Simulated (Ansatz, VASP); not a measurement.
# Two plane-wave programs on W

The input INCAR:

```
SYSTEM = W
  PREC = Accurate
  ENCUT = 520
  EDIFF = 1E-6
  ISMEAR = 0
  SIGMA = 0.1
  LREAL = .FALSE.
  LASPH = .TRUE.
  NELM = 100
  ALGO = Normal
  ISIF = 2
  LWAVE = .FALSE.
  LCHARG = .FALSE.
  GGA = PE
  NBANDS = 13
```

File KPOINTS:

```
Automatic mesh
0
G
  18 18 18
  0 0 0
```

The input POSCAR:

```
W
1.0
   -1.5726696340      1.5726696340      1.5726696340
    1.5726696340     -1.5726696340      1.5726696340
    1.5726696340      1.5726696340     -1.5726696340
W
1
Direct
    0.0000000000      0.0000000000      0.0000000000
```

Input for Ansatz:

```yaml
crystal:
  lattice:
    - [-1.572669634, 1.572669634, 1.572669634]
    - [1.572669634, -1.572669634, 1.572669634]
    - [1.572669634, 1.572669634, -1.572669634]
  atoms:
    - { symbol: W, position: [0.0, 0.0, 0.0] }
basis:
  ecutwfc: 420
kpoints:
  mp_grid: { grid: [18, 18, 18] }
hamiltonian:
  xc: pbe
scf:
  occupations: { method: gaussian, width: 0.1 }
output:
  forces: true
  stress: true
  eigenvalues: true
  populations: true
```

Alike in both runs: task single point; functional PBE; k mesh 18 × 18 × 18; occupations gaussian, width 0.1 eV; no spin polarisation.

|  | VASP | Ansatz |
| --- | --- | --- |
| version | VASP 6.6.1 | Ansatz 0.2.0 |
| potentials or method | VASP PAW PBE potentials, release 64 (W_sv), cutoff 520 eV | scalar-relativistic, plane waves, PAW |
| valence electrons in the cell | 14 | 14 |

```tsv
	VASP	Ansatz	Ansatz less VASP
gap on the k mesh at the Fermi level (eV)	none	none	-
pressure (GPa)	12.6	12.0	-0.64
```

A gap of «none» marks a metal or a gap that the smearing closes.

Spin-orbit coupling is off throughout.
